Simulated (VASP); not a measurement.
CuO: single point with PBEsol

The system is CuO.

```
Cu O
1.0
     2.01717   -2.18189    0.00000
     2.01717    2.18189    0.00000
     0.00000    0.00000    5.22378
Cu O
2 2
Direct
  0.50000 0.00000 0.00000
  0.00000 0.50000 0.50000
  0.50000 0.50000 0.25000
  0.50000 0.50000 0.75000
```

* Program: VASP 6.6.1
* Task: single point
* Functional: PBEsol
* Potentials or basis: VASP PAW PBE potentials, release 64 (Cu, O)
* Cutoff: 520 eV
* k mesh: 9 × 9 × 5
* Occupations: fermi-dirac, width 0.05 eV
* Spin: no spin polarisation
* Dipole correction: no
* Further INCAR settings: ALGO = Normal; EDIFF = 1e-06; NBANDS = 25

```yaml
Pressure: -10.6 GPa
Band_gap_on_the_k_mesh: zero (bands 17 and 18 overlap by 0.84 eV)
```

Stress tensor (GPa, compression positive):
```
 -8.26   0.00   0.00
  0.00 -10.20   0.00
  0.00   0.00 -13.31
```

Levels at points of the mesh, in eV from the Fermi level:
```
           k point  band 15  band 16  band 17  band 18  band 19  band 20
(0.00, 0.00, 0.00)    -2.14    -1.77     0.59     0.77     1.29     5.99
```

It took 85 s on 1 thread of Intel Xeon 8259CL (shared host), peak memory 0.21 GiB.

Caveat: the cell stands under tension; the PAW data sets were made with another functional, which shifts forces and pressure a little; semilocal functionals often make such compounds metallic where correlation or magnetic order opens a gap, which also shifts bond lengths. With open d or f shells a metallic result of PBEsol can be an artefact of self-interaction; +U or a hybrid may open a gap.
